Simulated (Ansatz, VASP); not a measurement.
**SiC: VASP beside Ansatz**

Contents of POSCAR:

```
SiC
1.0
    3.1982028079      0.0000000000      0.0000000000
   -1.5991014040      2.7697248781      0.0000000000
    0.0000000000      0.0000000000      4.6443135044
Si C
2 2
Direct
    0.3333333333      0.6666666667      0.0046028828
    0.6666666667      0.3333333333      0.5046028828
    0.3333333333      0.6666666667      0.3803971172
    0.6666666667      0.3333333333      0.8803971172
```

Contents of INCAR.step1:

```
SYSTEM = SiC
ALGO     = Normal         ! electronic algorithm
EDIFF    = 1E-4           ! SCF threshold, eV
ENCUT    = 520            ! plane-wave cutoff, eV
GGA      = PE             ! functional
ISMEAR   = 0              ! smearing method
LASPH    = .True.         ! aspherical terms in the spheres
LCHARG   = .False.        ! write CHGCAR
LREAL    = .False.        ! projectors in reciprocal space
LWAVE    = .True.         ! write WAVECAR
NBANDS   = 16             ! bands
NELM     = 60             ! most SCF steps
PREC     = Accurate       ! precision mode
SIGMA    = 0.05           ! smearing width, eV
```

Contents of INCAR.step2:

```
SYSTEM = SiC
ALGO     = Normal         ! electronic algorithm
EDIFF    = 1E-6           ! SCF threshold, eV
ENCUT    = 520            ! plane-wave cutoff, eV
ISIF     = 2              ! what is computed and relaxed
ISMEAR   = 0              ! smearing method
ISTART   = 1            
LASPH    = .True.         ! aspherical terms in the spheres
LCHARG   = .False.        ! write CHGCAR
LMIXTAU  = .True.       
LREAL    = .False.        ! projectors in reciprocal space
LWAVE    = .False.        ! write WAVECAR
METAGGA  = R2SCAN         ! meta-GGA
NBANDS   = 16             ! bands
NELM     = 60             ! most SCF steps
PREC     = Accurate       ! precision mode
SIGMA    = 0.05           ! smearing width, eV
```

File KPOINTS:

```
k-points
0
Gamma
  12 12 6
  0 0 0
```

Input for Ansatz:

```yaml
crystal:
  lattice:
    - [3.1982028079, 0.0, 0.0]
    - [-1.599101404, 2.7697248781, 0.0]
    - [0.0, 0.0, 4.6443135044]
  atoms:
    - { symbol: Si, position: [0.3333333333, 0.6666666667, 0.0046028828] }
    - { symbol: Si, position: [0.6666666667, 0.3333333333, 0.5046028828] }
    - { symbol: C, position: [0.3333333333, 0.6666666667, 0.3803971172] }
    - { symbol: C, position: [0.6666666667, 0.3333333333, 0.8803971172] }
basis:
  ecutwfc: 500
kpoints:
  mp_grid: { grid: [12, 12, 6] }
hamiltonian:
  xc: r2scan
scf:
  occupations: { method: gaussian, width: 0.05 }
output:
  forces: true
  stress: true
  eigenvalues: true
```

Change from the starting cell: strain +0.040 along x and y, -0.080 along z, atoms carried along.

Alike in both runs: task single point; functional r2SCAN; k mesh 12 × 12 × 6; occupations gaussian, width 0.05 eV; no spin polarisation.

```csv
,VASP,Ansatz
version,VASP 6.6.1,Ansatz 0.2.0
potentials or method,"VASP PAW PBE potentials, release 64 (Si, C), cutoff 520 eV","scalar-relativistic, plane waves, PAW"
valence electrons in the cell,16,16
```

```csv
,VASP,Ansatz,Ansatz less VASP
gap on the k mesh at the Fermi level (eV),2.14,2.14,+0.004
least direct gap on the mesh (eV),3.23,3.23,-0.003
pressure (GPa),5.2,5.4,+0.19
"traceless stress, the component that is largest in VASP (GPa)",52.41,52.23,-0.179
rms of the force components (eV/Å),1.180,1.189,+0.0094
```

VASP's potentials were made for PBE, not for r2SCAN. Atom by atom the forces differ by 0.009 eV/Å (rms over components). With one functional, cell and mesh, what is left measures potentials, basis and numerics.
